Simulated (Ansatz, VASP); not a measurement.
**Two plane-wave programs on ZnS**

```xyz
2
Lattice="0.0000 2.7199 2.7199 2.7199 0.0000 2.7199 2.7199 2.7199 0.0000" Properties=species:S:1:pos:R:3 pbc="T T T"
Zn    4.0798    4.0798    4.0798
S     0.0000    0.0000    0.0000
```

Alike in both runs: task single point; functional PBEsol-based global hybrid with a share of 0.25 of exact exchange; k mesh 5 × 5 × 5; occupations fermi-dirac, width 0.05 eV; no spin polarisation.

|  | VASP | Ansatz |
| --- | --- | --- |
| version | VASP 6.6.1 | Ansatz 0.2.0 |
| potentials or method | VASP PAW PBE potentials, release 64 (Zn, S) | Ansatz PAW |
| plane-wave cutoff (eV) | 520 | 420 |
| valence electrons in the cell | 18 | 18 |

Ansatz gave:

| Property | Result |
| --- | --- |
| gap on the k mesh at the Fermi level (eV) | 3.78 |
| least direct gap on the mesh (eV) | 3.78 |
| pressure (GPa) | -3.2 |

Question: What did VASP give for the same quantities?

Answer: gap on the k mesh at the Fermi level (eV): 3.80; least direct gap on the mesh (eV): 3.80; pressure (GPa): -3.3.

VASP's potentials were made for PBE, not for PBEsol-based global hybrid.

Noted on Ansatz's run: odd divisions of the mesh miss points on the zone boundary, where band edges often lie, so the gap on the mesh can be too wide.
